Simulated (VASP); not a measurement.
A run of VASP 6.6.1:

INCAR

```
PREC = Accurate ; ENCUT = 520
EDIFF = 1E-6 ; ISMEAR = 0
SIGMA = 0.05 ; LREAL = False
LASPH = True ; NELM = 100
ALGO = Normal ; ISIF = 2
LWAVE = False ; LCHARG = False
GGA = PS ; NBANDS = 74
```

File KPOINTS:

```
regular mesh
0
Gamma
  6 6 6
```

Contents of POSCAR:

```
LuVO4
1.0
   -3.2359789129      3.2359789129      2.8953315273
    3.2359789129     -3.2359789129      2.8953315273
    3.2359789129      3.2359789129     -2.8953315273
Lu V O
2 2 8
Direct
    0.7500000000      0.2500000000      0.5000000000
    0.0000000000      0.0000000000      0.0000000000
    0.5000000000      0.5000000000      0.0000000000
    0.2500000000      0.7500000000      0.5000000000
    0.5124167441      0.3186336695      0.1937830746
    0.0686336695      0.3748505949      0.3062169254
    0.1248505949      0.3186336695      0.8062169254
    0.0686336695      0.7624167441      0.6937830746
    0.2375832559      0.9313663305      0.3062169254
    0.6813663305      0.4875832559      0.8062169254
    0.6251494051      0.9313663305      0.6937830746
    0.6813663305      0.8751494051      0.1937830746
```

Potentials or basis: VASP PAW PBE potentials, release 64 (Lu, V_sv, O).

Launch:

```console
$ cat potpaw_PBE.64/Lu/POTCAR potpaw_PBE.64/V_sv/POTCAR potpaw_PBE.64/O/POTCAR > POTCAR
$ mpirun -np 1 vasp_std > vasp.out
```

Hardware: 1 thread of Intel Xeon 8259CL, with other jobs on the host.

**Question.** Estimate the wall time of this run.

**Answer.** It took 13 min on 1 thread of Intel Xeon 8259CL, on a shared host, peak memory 0.39 GiB. Counts: scf iterations 17, k points 30.
